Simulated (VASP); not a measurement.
# Rh (P6_3/mmc) in VASP: further runs, part 2 of 2

VASP 6.6.1.

**5. Single point, LDA, collinear spin, ferromagnetic start**

This run uses another cell than the first one, of 14.07 Å³/atom, 1.293 times its volume.

Input file INCAR:

```
PREC = Accurate
ENCUT = 520
EDIFF = 1E-6
ISMEAR = 0
SIGMA = 0.15
LREAL = False
LASPH = True
NELM = 150
ALGO = Normal
ISIF = 2
LWAVE = False
LCHARG = False
ISPIN = 2
MAGMOM = 0.25 0.25
LORBIT = 11
NUPDOWN = 0.5
LMAXMIX = 4
NBANDS = 26
```

Input file KPOINTS:

```
regular mesh
0
Gamma
  21 21 12
```

Input file POSCAR:

```
Rh
1.0
    2.7225525176      0.0000000000      0.0000000000
   -1.3612762588      2.3577996434      0.0000000000
    0.0000000000      0.0000000000      4.3837010501
Rh
2
Direct
    0.6666666667      0.3333333333      0.7500000000
    0.3333333333      0.6666666667      0.2500000000
```

Launch:

```console
$ cat potpaw_LDA.64/Rh_pv/POTCAR > POTCAR
$ mpirun -np 1 vasp_std > vasp.out
```

Run time: 2.3 min. Hardware: 1 thread of Intel Xeon 6975P-C (Granite Rapids), shared host; peak memory 0.39 GiB.

Results (log left out):

```
Free energy                                           : -17.2120 eV
Pressure                                              : -14.6 GPa
Net moment                                            : 0.50 μB per cell
Site moments                                          : Rh +0.25 μB
Valence electrons inside the program's atomic spheres : Rh 13.74
```

Stress tensor (GPa, compression positive):
```
-14.59   0.00   0.00
  0.00 -14.59   0.00
  0.00   0.00 -14.70
```

Caveat: the total moment is fixed, so each spin has its own Fermi level.

**6. Single point, LDA, collinear spin, ferromagnetic start**

This run uses another cell than the first one, of 14.07 Å³/atom, 1.293 times its volume.

Input file INCAR:

```
PREC = Accurate ; ENCUT = 520
EDIFF = 1E-6 ; ISMEAR = 0
SIGMA = 0.15 ; LREAL = F
LASPH = T ; NELM = 150
ALGO = Normal ; ISIF = 2
LWAVE = F ; LCHARG = F
ISPIN = 2 ; MAGMOM = 0.625 0.625
LORBIT = 11 ; NUPDOWN = 1.25
LMAXMIX = 4 ; NBANDS = 26
```

KPOINTS is that of step 5.

POSCAR is that of step 5.

Potentials or basis: VASP PAW LDA potentials, release 64 (Rh_pv).

Launch:

```console
$ cat potpaw_LDA.64/Rh_pv/POTCAR > POTCAR
$ mpirun -np 1 vasp_std > vasp.out
```

OUTCAR:

```text
PREC = Accurate
   ENCUT = 520
   EDIFF = 1E-6
   ISMEAR = 0
   LREAL = F
   LASPH = T
   NELM = 150
   ISIF = 2
   ISPIN = 2
   LORBIT = 11
   NUPDOWN = 1.25

 ion  position               nearest neighbor table
   1  0.667  0.333  0.750-   2 2.70   2 2.70   2 2.70   2 2.70   2 2.70   2 2.70
   2  0.333  0.667  0.250-   1 2.70   1 2.70   1 2.70   1 2.70   1 2.70   1 2.70

  LATTYP: Found a hexagonal cell.
 ALAT       =     2.7225525176
 C/A-ratio  =     1.6101437977

  Lattice vectors:

 A1 = (   2.7225525176,   0.0000000000,   0.0000000000)
 A2 = (  -1.3612762588,   2.3577996434,   0.0000000000)
 A3 = (   0.0000000000,   0.0000000000,   4.3837010501)

Analysis of symmetry for initial positions (statically):
=====================================================================
 Subroutine PRICEL returns:
 Original cell was already a primitive cell.

 Routine SETGRP: Setting up the symmetry group for a
 hexagonal supercell.

 Subroutine GETGRP returns: Found 24 space group operations
 (whereof 12 operations were pure point group operations)
 out of a pool of 24 trial point group operations.

The static configuration has the point symmetry D_3d.
 The point group associated with its full space group is D_6h.

Analysis of symmetry for dynamics (positions and initial velocities):
=====================================================================
 Subroutine PRICEL returns:
 Original cell was already a primitive cell.

 Routine SETGRP: Setting up the symmetry group for a
 hexagonal supercell.

 Subroutine GETGRP returns: Found 24 space group operations
 (whereof 12 operations were pure point group operations)
 out of a pool of 24 trial point group operations.

The dynamic configuration has the point symmetry D_3d.
 The point group associated with its full space group is D_6h.

Analysis of structural, dynamic, and magnetic symmetry:
=====================================================================
 Subroutine PRICEL returns:
 Original cell was already a primitive cell.

 Routine SETGRP: Setting up the symmetry group for a
 hexagonal supercell.

 Subroutine GETGRP returns: Found 24 space group operations
 (whereof 12 operations were pure point group operations)
 out of a pool of 24 trial point group operations.

The overall configuration has the point symmetry D_3d.
 The point group associated with its full space group is D_6h.

 Subroutine INISYM returns: Found 24 space group operations
 (whereof 12 operations are pure point group operations),
 and found     1 'primitive' translations

----------------------------------------------------------------------------------------

                                     Primitive cell

  volume of cell :      28.1400

  direct lattice vectors                    reciprocal lattice vectors
     2.722552518  0.000000000  0.000000000     0.367302373  0.212062124  0.000000000
    -1.361276259  2.357799643  0.000000000     0.000000000  0.424124248  0.000000000
     0.000000000  0.000000000  4.383701050     0.000000000  0.000000000  0.228117745

  length of vectors
[... 65 lines left out ...]
   number of dos      NEDOS =    301   number of ions     NIONS =      2
   total plane-waves  NPLWV =  14400
   dimension x,y,z NGX =    20 NGY =   20 NGZ =   36
   dimension x,y,z NGXF=    40 NGYF=   40 NGZF=   72
   ions per type =               2
   NGX,Y,Z   is equivalent  to a cutoff of  12.21, 12.21, 13.65 a.u.
   NGXF,Y,Z  is equivalent  to a cutoff of  24.43, 24.43, 27.31 a.u.
 SYSTEM =  unknown system
   PREC   = accura    normal or accurate (medium, high low for compatibility)
   ISTART =      0    job   : 0-new  1-cont  2-samecut
   ICHARG =      2    charge: 1-file 2-atom 10-const
   ISPIN  =      2    spin polarized calculation?
   LNONCOLLINEAR =      F non collinear calculations
   LSORBIT =      F    spin-orbit coupling
   LASPH  =      T    aspherical Exc in radial PAW
   ENCUT  =  520.0 eV  38.22 Ry    6.18 a.u.   5.06  5.06  8.15*2*pi/ulx,y,z
   NELM   =    150;   NELMIN=  2; NELMDL= -5     # of ELM steps
   EDIFF  = 0.1E-05   stopping-criterion for ELM
   LREAL  =      F    real-space projection
   EDIFFG = 0.1E-04   stopping-criterion for IOM
   NSW    =      0    number of steps for IOM
   IBRION =     -1    ionic relax: 0-MD 1-quasi-New 2-CG
   NFREE  =      0    steps in history (QN), initial steepest desc. (CG)
   ISIF   =      2    stress and relaxation
   ISYM   =      2    0-nonsym 1-usesym 2-fastsym
   POTIM  = 0.5000    time-step for ionic-motion
   TEBEG  =    0.0;   TEEND  =   0.0 temperature during run
   PSTRESS=    0.0 pullay stress
   NELECT =      30.0000    total number of electrons
   NUPDOWN=       1.2500    fix difference up-down
   EMIN   =  10.00;   EMAX   =-10.00  energy-range for DOS
   EFERMI =   0.00;   METHOD = LEGACY
   ISMEAR =     0;   SIGMA  =   0.15  broadening in eV -4-tet -1-fermi 0-gaus
   EFERMI_NEDOS =   21; number of points for ismear=-14 and -15
   IALGO  =     38    algorithm
   IMIX   =      4    mixing-type and parameters
     AMIX     =   0.40;   BMIX     =  1.00
     AMIX_MAG =   1.60;   BMIX_MAG =  1.00
  volume/ion in A,a.u.               =      14.07        94.95
  Fermi-wavevector in a.u.,A,eV,Ry     =   1.672402  3.160381 38.054500  2.796927
  Thomas-Fermi vector in A             =   2.757555
   LORBIT       =     11    0 simple, 1 ext, 2 COOP (PROOUT), +10 PAW based schemes
   GGA     = CA    functional components
   LHFCALC =     F    Hartree Fock is set to
   AEXX    =    0.0000 exact exchange contribution
   IVDW    =     0    specifies the selected vdW correction
   LEPSILON=     F    determine dielectric tensor
   LRPA    =     F    only Hartree local field effects (RPA)
 spin polarized calculation
 Gauss-broadening in eV      SIGMA  =   0.15
  energy-cutoff  :      520.00
  volume of cell :       28.14
 maximum number of plane-waves:       780
   NGX = 11   NGY = 11   NGZ = 17

 number of electron      30.0000010 magnetization       1.2500001

 Free energy of the ion-electron system (eV)
  ---------------------------------------------------
  ext. energy  EPLUGINS =         0.00000000
  ---------------------------------------------------
  free energy    TOTEN  =       -17.12503693 eV

  energy without entropy =      -17.08479495  energy(sigma->0) =      -17.10491594

 E-fermi :  11.1642     XC(G=0): -14.2006

 val. band max:       11.4988482347   @ k =   0.4286   0.0952   0.3333
 cond. band min:      11.1654834382   @ k =   0.3810   0.0476   0.3333
 fundamental gap:     -0.3333647965
 Fermi energy:        11.4997697778

 spin component 1

 k-point     1 :       0.0000    0.0000    0.0000
  band No.  band energies     occupation
      1     -35.7349      1.00000
      2     -35.1229      1.00000
      3     -35.1229      1.00000
      4     -35.0253      1.00000
      5     -35.0196      1.00000
      6     -35.0196      1.00000
[... 685 lines left out ...]
     25      31.4011      0.00000
     26      31.4059      0.00000

 [... further k-points ...]

 spin component 2

 k-point     1 :       0.0000    0.0000    0.0000
  band No.  band energies     occupation
      1     -35.2784      1.00000
      2     -34.6735      1.00000
      3     -34.6735      1.00000
      4     -34.5693      1.00000
      5     -34.5693      1.00000
      6     -34.5597      1.00000
[... 685 lines left out ...]
     25      32.1492      0.00000
     26      32.1510      0.00000

 [... further k-points ...]
[... 5 lines left out ...]
  --------------------------------------------------------------------------------------
  -------------------------------------------------------------------------------------
  Total       -2.2058321     -2.2058321     -2.2683848      0.0000000      0.0000000      0.0000000
  in kB     -125.5911237   -125.5911237   -129.1526200      0.0000000      0.0000000      0.0000000
  external PRESSURE =    -126.7782891 kB  Pullay stress =       0.0000000 kB

 VOLUME and BASIS-vectors are now :
 -----------------------------------------------------------------------------
  energy-cutoff  :      520.00
  volume of cell :       28.14
      direct lattice vectors                 reciprocal lattice vectors
     2.722552518  0.000000000  0.000000000     0.367302373  0.212062124  0.000000000
    -1.361276259  2.357799643  0.000000000     0.000000000  0.424124248  0.000000000
     0.000000000  0.000000000  4.383701050     0.000000000  0.000000000  0.228117745

 POSITION                                       TOTAL-FORCE (eV/Angst)
 -----------------------------------------------------------------------------------
      1.36128      0.78593      3.28778        -0.000000      0.000000      0.000000
     -0.00000      1.57187      1.09593         0.000000     -0.000000      0.000000
 -----------------------------------------------------------------------------------
    total drift:                               -0.000000      0.000000     -0.000000

  FREE ENERGIE OF THE ION-ELECTRON SYSTEM (eV)
  ---------------------------------------------------
  free  energy   TOTEN  =       -17.1250369276 eV

  energy  without entropy=      -17.0847949479  energy(sigma->0) =      -17.10491594

 total charge

# of ion       s       p       d       tot
------------------------------------------
    1        0.403   6.289   7.056  13.747
    2        0.403   6.289   7.056  13.747
--------------------------------------------------
tot          0.806  12.577  14.112  27.495

 magnetization (x)

# of ion       s       p       d       tot
------------------------------------------
    1        0.000   0.001   0.614   0.615
    2        0.000   0.001   0.614   0.615
--------------------------------------------------
tot          0.001   0.002   1.228   1.231
```

OSZICAR:

```text
N       E                     dE             d eps       ncg     rms          rms(c)
DAV:   1     0.334748420655E+03    0.33475E+03   -0.17793E+04 35128   0.131E+03
DAV:   2    -0.936476259380E+01   -0.34411E+03   -0.32927E+03 36020   0.422E+02
DAV:   3    -0.181576132949E+02   -0.87929E+01   -0.87156E+01 39800   0.749E+01
DAV:   4    -0.182141250438E+02   -0.56512E-01   -0.56492E-01 39416   0.601E+00
DAV:   5    -0.182148826811E+02   -0.75764E-03   -0.75733E-03 42570   0.721E-01    0.148E+01
DAV:   6    -0.171613710138E+02    0.10535E+01   -0.18815E+00 37522   0.141E+01    0.507E+00
DAV:   7    -0.171326508011E+02    0.28720E-01   -0.10619E-01 43054   0.190E+00    0.239E+00
DAV:   8    -0.171223268093E+02    0.10324E-01   -0.11235E-02 39144   0.989E-01    0.823E-01
DAV:   9    -0.171250716515E+02   -0.27448E-02   -0.77889E-04 42610   0.279E-01    0.106E-01
DAV:  10    -0.171250334434E+02    0.38208E-04   -0.99294E-05 40442   0.964E-02    0.172E-02
DAV:  11    -0.171250365234E+02   -0.30799E-05   -0.88740E-06 43038   0.295E-02    0.189E-02
DAV:  12    -0.171250369276E+02   -0.40422E-06   -0.24362E-06 37722   0.151E-02
   1 F= -.17125037E+02 E0= -.17104916E+02  d E =-.402420E-01  mag=     1.2500
```

stdout:

```text
POSCAR found type information on POSCAR Rh
 POSCAR found :  1 types and       2 ions
 scaLAPACK will be used
 LDA part: xc-table for (Slater(with rela. corr.)+CA(PZ))
 , standard interpolation
 POSCAR, INCAR and KPOINTS ok, starting setup
 FFT: planning ... GRIDC
 FFT: planning ... GRID_SOFT
 FFT: planning ... GRID
 WAVECAR not read
 entering main loop
```

Run time: 2.4 min. Hardware: 1 thread of Intel Xeon 6975P-C (Granite Rapids), shared host; peak memory 0.39 GiB.

What came out:

```yaml
Free_energy: -17.1250 eV
Pressure: -12.7 GPa
Net_moment: 1.25 μB per cell
Site_moments: Rh +0.61 μB
Valence_electrons_inside_the_program's_atomic_spheres: Rh 13.75
```

Caveat: the total moment is fixed, so each spin has its own Fermi level.

**7. Overview**

| fixed moment (μB) | cell | pressure (GPa) | moment (μB) |
| --- | --- | --- | --- |
| 1.5 | a = 2.499, b = 2.499, c = 4.024 Å, angles 90.0, 90.0, 120.0°, 2 atoms | 110.7 | 1.50 |
| 0.75 | a = 2.499, b = 2.499, c = 4.024 Å, angles 90.0, 90.0, 120.0°, 2 atoms | 106.1 | 0.75 |
| 1.0 | a = 2.499, b = 2.499, c = 4.024 Å, angles 90.0, 90.0, 120.0°, 2 atoms | 107.3 | 1.00 |
| 0.5 | a = 2.723, b = 2.723, c = 4.384 Å, angles 90.0, 90.0, 120.0°, 2 atoms | -14.6 | 0.50 |
| 1.25 | a = 2.723, b = 2.723, c = 4.384 Å, angles 90.0, 90.0, 120.0°, 2 atoms | -12.7 | 1.25 |

Alike in all rows: task single point; level LDA; potentials or basis VASP PAW LDA potentials, release 64 (Rh_pv); spin collinear, ferromagnetic start; k mesh 21 × 21 × 12; cutoff (eV) 520; smearing gaussian 0.15 eV.

Caveats: the total moment is fixed, so each spin has its own Fermi level.

Total energies depend on the potentials used, so only differences within one code and one set of settings carry meaning.
